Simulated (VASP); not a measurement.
# Pt (Im-3m) in VASP: settings compared

Pt is run at these levels: PBE0, HSE06, PBE-based screened hybrid with 25 % exact exchange; tasks: single point.

All numbers are computed with VASP 6.6.1; they aren't measurements. Logs are shortened: lines on timing, memory, paths and dates and some standing lists are left out, and cuts for length are marked.

### Step 1. The cell of the first run

The structure is cubic, space group Im-3m (No. 229). Conventional cell: a = 3.130 Å, b = 3.130 Å, c = 3.130 Å, α = 90.00°, β = 90.00°, γ = 90.00°. Pt (site symmetry m-3m) has 14 Pt at 2.71 to 3.13 Å within 3.6 Å.

This isn't the form of Pt at room conditions, which is fcc.

### Step 2. Single point, PBE0

POSCAR reads:

```
Pt
1.0
   -1.5650746156      1.5650746156      1.5650746156
    1.5650746156     -1.5650746156      1.5650746156
    1.5650746156      1.5650746156     -1.5650746156
Pt
1
Direct
    0.0000000000      0.0000000000      0.0000000000
```

INCAR.step1 reads:

```
SYSTEM = Pt
ALGO = Normal
EDIFF = 1E-5
ENCUT = 520
GGA = PE
ISIF = 2
ISMEAR = -1
LASPH = .True.
LCHARG = .False.
LREAL = .False.
LWAVE = .True.
NBANDS = 11
NELM = 80
PREC = Accurate
SIGMA = 0.05
```

INCAR.step2 reads:

```
SYSTEM = Pt
AEXX = 0.25
ALGO = Normal
EDIFF = 1E-7
ENCUT = 520
GGA = PE
ISIF = 2
ISMEAR = -1
ISTART = 1
LASPH = .True.
LCHARG = .False.
LHFCALC = .True.
LREAL = .False.
LWAVE = .False.
NBANDS = 11
NELM = 80
PREC = Accurate
PRECFOCK = Normal
SIGMA = 0.05
```

KPOINTS reads:

```
k-points
0
Gamma
  6 6 6
  0 0 0
```

Potentials or basis: VASP PAW PBE potentials, release 64 (Pt).

On the command line:

```console
> cat potpaw_PBE.64/Pt/POTCAR > POTCAR
> cp INCAR.step1 INCAR
> mpirun -np 1 vasp_std > vasp.out
> cp INCAR.step2 INCAR
> mpirun -np 1 vasp_std > vasp.out
```

OUTCAR:

```text
SYSTEM = Pt
   AEXX = 0.25
   EDIFF = 1E-7
   ENCUT = 520
   GGA = PE
   ISIF = 2
   ISMEAR = -1
   ISTART = 1
   LASPH = .True.
   LHFCALC = .True.
   LREAL = .False.
   NELM = 80
   PREC = Accurate
   PRECFOCK = Normal

 ion  position               nearest neighbor table
   1  0.000  0.000  0.000-

  LATTYP: Found a body centered cubic cell.
 ALAT       =     3.1301492312

  Lattice vectors:

 A1 = (  -1.5650746156,   1.5650746156,   1.5650746156)
 A2 = (   1.5650746156,  -1.5650746156,   1.5650746156)
 A3 = (   1.5650746156,   1.5650746156,  -1.5650746156)

Analysis of symmetry for initial positions (statically):
=====================================================================
 Subroutine PRICEL returns:
 Original cell was already a primitive cell.

 Routine SETGRP: Setting up the symmetry group for a
 body centered cubic supercell.

 Subroutine GETGRP returns: Found 48 space group operations
 (whereof 48 operations were pure point group operations)
 out of a pool of 48 trial point group operations.

The static configuration has the point symmetry O_h .

Analysis of symmetry for dynamics (positions and initial velocities):
=====================================================================
 Subroutine PRICEL returns:
 Original cell was already a primitive cell.

 Routine SETGRP: Setting up the symmetry group for a
 body centered cubic supercell.

 Subroutine GETGRP returns: Found 48 space group operations
 (whereof 48 operations were pure point group operations)
 out of a pool of 48 trial point group operations.

The dynamic configuration has the point symmetry O_h .

 Subroutine INISYM returns: Found 48 space group operations
 (whereof 48 operations are pure point group operations),
 and found     1 'primitive' translations

----------------------------------------------------------------------------------------

                                     Primitive cell

  volume of cell :      15.3343

  direct lattice vectors                    reciprocal lattice vectors
    -1.565074616  1.565074616  1.565074616     0.000000000  0.319473586  0.319473586
     1.565074616 -1.565074616  1.565074616     0.319473586  0.000000000  0.319473586
     1.565074616  1.565074616 -1.565074616     0.319473586  0.319473586  0.000000000

  length of vectors
     2.710788752  2.710788752  2.710788752     0.451803878  0.451803878  0.451803878

  position of ions in fractional coordinates (direct lattice)
     0.000000000  0.000000000  0.000000000

  ion indices of the primitive-cell ions
   primitive index   ion index
                 1           1

----------------------------------------------------------------------------------------

 KPOINTS: k-points

Automatic generation of k-mesh.
 Grid dimensions read from file:
 generate k-points for:    6    6    6

 Generating k-lattice:

  Cartesian coordinates                     Fractional coordinates (reciprocal lattice)
     0.000000000  0.053245598  0.053245598     0.166666667  0.000000000  0.000000000
     0.053245598  0.000000000  0.053245598     0.000000000  0.166666667  0.000000000
     0.053245598  0.053245598  0.000000000     0.000000000  0.000000000  0.166666667

  Length of vectors
     0.075300646  0.075300646  0.075300646

  Shift w.r.t. Gamma in fractional coordinates (k-lattice)
     0.000000000  0.000000000  0.000000000

 Subroutine IBZKPT returns following result:
 ===========================================

 Found     16 irreducible k-points:

 Following reciprocal coordinates:
            Coordinates               Weight
  0.000000  0.000000  0.000000      1.000000
  0.166667  0.000000  0.000000     12.000000
  0.333333  0.000000  0.000000     12.000000
  0.500000  0.000000  0.000000      6.000000
  0.166667  0.166667  0.000000     24.000000
  0.333333  0.166667  0.000000     48.000000
[... 8 lines left out ...]
  0.500000  0.500000  0.333333     12.000000
  0.500000  0.500000  0.500000      1.000000
   k-points           NKPTS =     16   k-points in BZ     NKDIM =    216   number of bands    NBANDS=     11
   number of dos      NEDOS =    301   number of ions     NIONS =      1
   total plane-waves  NPLWV =   8000
   dimension x,y,z NGX =    20 NGY =   20 NGZ =   20
   dimension x,y,z NGXF=    40 NGYF=   40 NGZF=   40
   ions per type =               1
   NGX,Y,Z   is equivalent  to a cutoff of  12.27, 12.27, 12.27 a.u.
   NGXF,Y,Z  is equivalent  to a cutoff of  24.53, 24.53, 24.53 a.u.
 SYSTEM =  Pt
   PREC   = accura    normal or accurate (medium, high low for compatibility)
   ISTART =      1    job   : 0-new  1-cont  2-samecut
   ICHARG =      0    charge: 1-file 2-atom 10-const
   ISPIN  =      1    spin polarized calculation?
   LNONCOLLINEAR =      F non collinear calculations
   LSORBIT =      F    spin-orbit coupling
   LASPH  =      T    aspherical Exc in radial PAW
   ENCUT  =  520.0 eV  38.22 Ry    6.18 a.u.   5.04  5.04  5.04*2*pi/ulx,y,z
   NELM   =     80;   NELMIN=  2; NELMDL=  0     # of ELM steps
   EDIFF  = 0.1E-06   stopping-criterion for ELM
   LREAL  =      F    real-space projection
   EDIFFG = 0.1E-05   stopping-criterion for IOM
   NSW    =      0    number of steps for IOM
   IBRION =     -1    ionic relax: 0-MD 1-quasi-New 2-CG
   NFREE  =      0    steps in history (QN), initial steepest desc. (CG)
   ISIF   =      2    stress and relaxation
   ISYM   =      3    0-nonsym 1-usesym 2-fastsym
   POTIM  = 0.5000    time-step for ionic-motion
   TEBEG  =    0.0;   TEEND  =   0.0 temperature during run
   PSTRESS=    0.0 pullay stress
   NELECT =      10.0000    total number of electrons
   NUPDOWN=      -1.0000    fix difference up-down
   EMIN   =  10.00;   EMAX   =-10.00  energy-range for DOS
   EFERMI =   0.00;   METHOD = LEGACY
   ISMEAR =    -1;   SIGMA  =   0.05  broadening in eV -4-tet -1-fermi 0-gaus
   EFERMI_NEDOS =   21; number of points for ismear=-14 and -15
   IALGO  =     38    algorithm
   IMIX   =      1    mixing-type and parameters
     AMIX     =   0.40;   BMIX     =  1.00
     AMIX_MAG =   1.60;   BMIX_MAG =  1.00
  volume/ion in A,a.u.               =      15.33       103.48
  Fermi-wavevector in a.u.,A,eV,Ry     =   1.419667  2.682781 27.421917  2.015454
  Thomas-Fermi vector in A             =   2.540663
   LORBIT       =      0    0 simple, 1 ext, 2 COOP (PROOUT), +10 PAW based schemes
   GGA     = PE    functional components
   LHFCALC =     T    Hartree Fock is set to
   PRECFOCK=normal    Normal, Fast or Accurate (Low or Medium for compatibility)
   ENCUT4O =  -1.0   cutoff for four orbital integrals eV
   NKREDX  =     1    reduce k-point grid by
   NKREDY  =     1    reduce k-point grid by
   NKREDZ  =     1    reduce k-point grid by
   AEXX    =    0.2500 exact exchange contribution
   HFSCREEN=    0.0000 screening length (either q_TF or 0.3 A-1)
   HFSCREENC=   0.0000 screening length for correlation (either q_TF or 0.3 A-1)
   ENCUTFOCK=  -1.0 apply spherical cutoff to Coloumb kernel
   IVDW    =     0    specifies the selected vdW correction
   LEPSILON=     F    determine dielectric tensor
   LRPA    =     F    only Hartree local field effects (RPA)
 non-spin polarized calculation
  energy-cutoff  :      520.00
  volume of cell :       15.33
 maximum number of plane-waves:       420
  NGX = 16; NGY = 16; NGZ = 16

 number of electron       9.9999997 magnetization

 Free energy of the ion-electron system (eV)
  ---------------------------------------------------
  ext. energy  EPLUGINS =         0.00000000
  ---------------------------------------------------
  free energy    TOTEN  =        -7.41449584 eV

  energy without entropy =       -7.41130820  energy(sigma->0) =       -7.41290202

 E-fermi :  10.1765     XC(G=0): -10.4685

 val. band max:        9.3194565804   @ k =   0.3333   0.0000   0.0000
 cond. band min:      10.2964402703   @ k =  -0.3333   0.5000   0.1667
 fundamental gap:      0.9769836899
 Fermi energy:        10.1765424079

 k-point     1 :       0.0000    0.0000    0.0000
  band No.  band energies     occupation
      1      -0.8027      2.00000
      2       5.5409      2.00000
      3       5.5409      2.00000
      4       5.5409      2.00000
      5       8.1013      2.00000
      6       8.1013      2.00000
      7      29.0660      0.00000
      8      29.0660      0.00000
      9      29.0660      0.00000
     10      39.7011      0.00000
     11      39.7011      0.00000

 k-point     2 :       0.1667    0.0000    0.0000
  band No.  band energies     occupation
      1       0.4208      2.00000
      2       5.0929      2.00000
      3       5.5317      2.00000
      4       6.5948      2.00000
      5       7.7080      2.00000
      6       8.1805      2.00000
      7      29.1395      0.00000
      8      29.1663      0.00000
      9      30.7982      0.00000
     10      35.2594      0.00000
     11      35.4273      0.00000

 k-point     3 :       0.3333    0.0000    0.0000
  band No.  band energies     occupation
      1       2.1505      2.00000
      2       4.2941      2.00000
      3       6.7828      2.00000
      4       7.9717      2.00000
      5       8.4438      2.00000
      6       9.3195      2.00000
      7      23.3275      0.00000
      8      26.5832      0.00000
      9      31.4545      0.00000
     10      34.9510      0.00000
     11      36.1876      0.00000
[... 155 lines left out ...]
 k-point    15 :       0.5000    0.5000    0.3333
  band No.  band energies     occupation
      1       2.9947      2.00000
      2       3.2511      2.00000
      3       8.1127      2.00000
      4       8.5817      2.00000
      5      11.4144      0.00000
      6      18.1322      0.00000
      7      18.4148      0.00000
      8      22.1559      0.00000
      9      28.9793      0.00000
     10      31.6947      0.00000
     11      32.4780      0.00000

 k-point    16 :       0.5000    0.5000    0.5000
  band No.  band energies     occupation
      1       2.4282      2.00000
      2       2.4282      2.00000
      3      11.2363      0.00000
      4      11.2363      0.00000
      5      11.2363      0.00000
      6      19.3392      0.00000
      7      19.3392      0.00000
      8      19.3392      0.00000
      9      25.6613      0.00000
     10      31.5126      0.00000
     11      31.5126      0.00000

------------------------ aborting loop because EDIFF is reached ----------------------------------------

  FORCE on cell =-STRESS in cart. coord.  units (eV):
  Direction    XX          YY          ZZ          XY          YZ          ZX
  --------------------------------------------------------------------------------------
  -------------------------------------------------------------------------------------
  Total        0.0062432      0.0062432      0.0062432      0.0000000      0.0000000      0.0000000
  in kB        0.6523112      0.6523112      0.6523112      0.0000000      0.0000000      0.0000000
  external PRESSURE =       0.6523112 kB  Pullay stress =       0.0000000 kB

 VOLUME and BASIS-vectors are now :
 -----------------------------------------------------------------------------
  energy-cutoff  :      520.00
  volume of cell :       15.33
      direct lattice vectors                 reciprocal lattice vectors
    -1.565074616  1.565074616  1.565074616     0.000000000  0.319473586  0.319473586
     1.565074616 -1.565074616  1.565074616     0.319473586  0.000000000  0.319473586
     1.565074616  1.565074616 -1.565074616     0.319473586  0.319473586  0.000000000

 POSITION                                       TOTAL-FORCE (eV/Angst)
 -----------------------------------------------------------------------------------
      0.00000      0.00000      0.00000         0.000000      0.000000     -0.000000
 -----------------------------------------------------------------------------------
    total drift:                               -0.000000      0.000000     -0.000000

  FREE ENERGIE OF THE ION-ELECTRON SYSTEM (eV)
  ---------------------------------------------------
  free  energy   TOTEN  =        -7.4144958430 eV

  energy  without entropy=       -7.4113081953  energy(sigma->0) =       -7.41290202
```

Run time: 9.2 min. Hardware: 1 thread of Intel Xeon Platinum 8488C (Sapphire Rapids), shared host; peak memory 0.14 GiB.

Results:

```
Free energy            : -7.4145 eV
Pressure               : 0.1 GPa
Band gap on the k mesh : zero (bands 5 and 6 overlap by 3.62 eV)
```

Caveat: the k points lie up to 0.47 Å⁻¹ apart, too coarse for converged energies and pressures of a metal; the PAW data sets were made with another functional, which shifts forces and pressure a little; spin-orbit coupling is left out, which moves the levels of the heavy elements.

### Step 3. Single point, HSE06

POSCAR reads:

```
Pt
1.0
   -1.5645947202      1.5645947202      1.5645947202
    1.5645947202     -1.5645947202      1.5645947202
    1.5645947202      1.5645947202     -1.5645947202
Pt
1
Direct
    0.0000000000      0.0000000000      0.0000000000
```

INCAR.step1 reads:

```
SYSTEM = Pt
ALGO = Normal ; EDIFF = 1E-5
ENCUT = 520 ; GGA = PE
ISIF = 2 ; ISMEAR = -1
LASPH = .TRUE. ; LREAL = .FALSE.
LWAVE = .TRUE. ; NBANDS = 11
NELM = 60 ; PREC = Accurate
SIGMA = 0.05
```

INCAR.step2 reads:

```
SYSTEM = Pt
ALGO = Normal ; EDIFF = 1E-7
ENCUT = 520 ; GGA = PE
HFSCREEN = 0.2079 ; ISIF = 2
ISMEAR = -1 ; ISTART = 1
LASPH = .TRUE. ; LCHARG = .TRUE.
LELF = .TRUE. ; LHFCALC = .TRUE.
LREAL = .FALSE. ; LVHAR = .TRUE.
LWAVE = .FALSE. ; NBANDS = 11
NELM = 60 ; PREC = Accurate
PRECFOCK = Normal ; SIGMA = 0.05
```

KPOINTS reads:

```
k-points
0
G
  6 6 6
  0 0 0
```

Potentials or basis: VASP PAW PBE potentials, release 64 (Pt).

On the command line:

```console
> cat potpaw_PBE.64/Pt/POTCAR > POTCAR
> cp INCAR.step1 INCAR
> mpirun -np 1 vasp_std > vasp.out
> cp INCAR.step2 INCAR
> mpirun -np 1 vasp_std > vasp.out
```

It took 8 min on 1 thread of Intel Xeon Platinum 8488C (Sapphire Rapids), shared host; peak memory 0.23 GiB.

It converged, with:

```
Free energy            : -6.8582 eV
Pressure               : 0.3 GPa
Band gap on the k mesh : zero (bands 5 and 6 overlap by 2.88 eV)
```

Levels at points of the mesh, in eV from the Fermi level:
| k point | band 2 | band 3 | band 4 | band 5 | band 6 | band 7 | band 8 | band 9 |
| --- | --- | --- | --- | --- | --- | --- | --- | --- |
| (0.00, 0.00, 0.00) | -4.00 | -4.00 | -4.00 | -1.44 | -1.44 | 18.75 | 18.75 | 18.75 |
| (0.50, 0.00, 0.00) | -5.60 | -1.51 | -0.95 | 0.70 | 1.59 | 8.05 | 14.78 | 17.91 |
| (0.50, 0.50, 0.50) | -7.10 | 0.99 | 0.99 | 0.99 | 9.02 | 9.02 | 9.02 | 15.31 |

Caveat: the k points lie up to 0.47 Å⁻¹ apart, too coarse for converged energies and pressures of a metal; the PAW data sets were made with another functional, which shifts forces and pressure a little; spin-orbit coupling is left out, which moves the levels of the heavy elements.

### Step 4. Single point, PBE-based screened hybrid with 25 % exact exchange

POSCAR reads:

```
Pt
1.0
   -1.5661094643      1.5661094643      1.5661094643
    1.5661094643     -1.5661094643      1.5661094643
    1.5661094643      1.5661094643     -1.5661094643
Pt
1
Direct
    0.0000000000      0.0000000000      0.0000000000
```

INCAR.step1 reads:

```
ALGO = Normal
EDIFF = 1E-5
ENCUT = 520
GGA = PE
ISIF = 2
ISMEAR = -1
LASPH = True
LREAL = False
LWAVE = True
NBANDS = 11
NELM = 60
PREC = Accurate
SIGMA = 0.05
```

INCAR.step2 reads:

```
AEXX = 0.25
ALGO = Normal
EDIFF = 1E-7
ENCUT = 520
GGA = PE
HFSCREEN = 0.3
ISIF = 2
ISMEAR = -1
ISTART = 1
LASPH = True
LCHARG = True
LELF = True
LHFCALC = True
LREAL = False
LVHAR = True
LWAVE = False
NBANDS = 11
NELM = 60
PREC = Accurate
PRECFOCK = Normal
SIGMA = 0.05
```

KPOINTS reads:

```
k-points
0
Gamma
  6 6 6
```

On the command line:

```console
> cat potpaw_PBE.64/Pt/POTCAR > POTCAR
> cp INCAR.step1 INCAR
> mpirun -np 1 vasp_std > vasp.out
> cp INCAR.step2 INCAR
> mpirun -np 1 vasp_std > vasp.out
```

Run time: 8.5 min. Hardware: 1 thread of Intel Xeon Platinum 8488C (Sapphire Rapids), shared host; peak memory 0.23 GiB.

Results (log left out):

- Free energy: -6.6805 eV
- Pressure: 0.3 GPa
- Band gap on the k mesh: zero (bands 5 and 6 overlap by 2.69 eV)

Levels at points of the mesh, in eV from the Fermi level:
```tsv
k point	band 3	band 4	band 5	band 6	band 7	band 8
(0.00, 0.00, 0.00)	-3.84	-3.84	-1.30	-1.30	18.59	18.59
(0.50, 0.00, 0.00)	-1.38	-0.86	0.69	1.54	7.86	14.62
(0.50, 0.50, 0.50)	0.95	0.95	0.95	8.88	8.88	8.88
```

Caveat: the k points lie up to 0.47 Å⁻¹ apart, too coarse for converged energies and pressures of a metal; the PAW data sets were made with another functional, which shifts forces and pressure a little; spin-orbit coupling is left out, which moves the levels of the heavy elements.

### Step 5. Overview

```tsv
level	cell	screening parameter	gap on the mesh (eV)	pressure (GPa)
PBE0	a = 2.711 Å, angles 109.5°, 1 atom	-	none	0.1
HSE06	a = 2.710 Å, angles 109.5°, 1 atom	0.2079 1/Å	none	0.3
PBE-based screened hybrid with 25 % exact exchange	a = 2.713 Å, angles 109.5°, 1 atom	0.3 1/Å	none	0.3
```

Alike in all rows: task single point; potentials or basis VASP PAW PBE potentials, release 64 (Pt); no spin polarisation; k mesh 6 × 6 × 6; cutoff (eV) 520; smearing fermi-dirac 0.05 eV.

Caveats: all runs use coarse meshes; the PAW data sets were made with another functional, which shifts forces and pressure a little; spin-orbit coupling is left out, which moves the levels of the heavy elements.

Total energies depend on the potentials used, so only differences within one code and one set of settings carry meaning.

The gap in the log of VASP goes by the Fermi energy; the results here count the filled bands.